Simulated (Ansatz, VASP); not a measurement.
**HgSb2: VASP beside Ansatz**

```
Hg Sb
1.0
     0.00000    4.46359    4.46359
     4.46359    0.00000    4.46359
     4.46359    4.46359    0.00000
Hg Sb
2 4
Direct
  0.50000 0.50000 0.50000
  0.75000 0.75000 0.75000
  0.12500 0.12500 0.12500
  0.62500 0.12500 0.12500
  0.12500 0.12500 0.62500
  0.12500 0.62500 0.12500
```

Alike in both runs: functional PBE; k mesh 8 × 8 × 8; occupations gaussian, width 0.1 eV; no spin polarisation.

Ansatz relaxed the structure, and its values are those at the end. VASP's run is a single point on that final structure, the one shown.

|  | VASP | Ansatz |
| --- | --- | --- |
| version | VASP 6.6.1 | Ansatz 0.2.0 |
| potentials or method | VASP PAW PBE potentials, release 64 (Hg, Sb), cutoff 520 eV | scalar-relativistic, plane waves, PAW |
| valence electrons in the cell | 44 | 100 |

|  | VASP | Ansatz | Ansatz less VASP |
| --- | --- | --- | --- |
| gap on the k mesh at the Fermi level (eV) | none | none | - |
| pressure (GPa) | 0.0 | 0.0 | +0.05 |

A gap of «none» marks a metal or a gap that the smearing closes. The functional is the same, so the differences come from potentials, cutoffs and numerics. VASP's potentials hold 44 valence electrons a cell and Ansatz's 100, so a difference there can come from the potentials and not from the codes.

Neither program's run includes spin-orbit coupling.
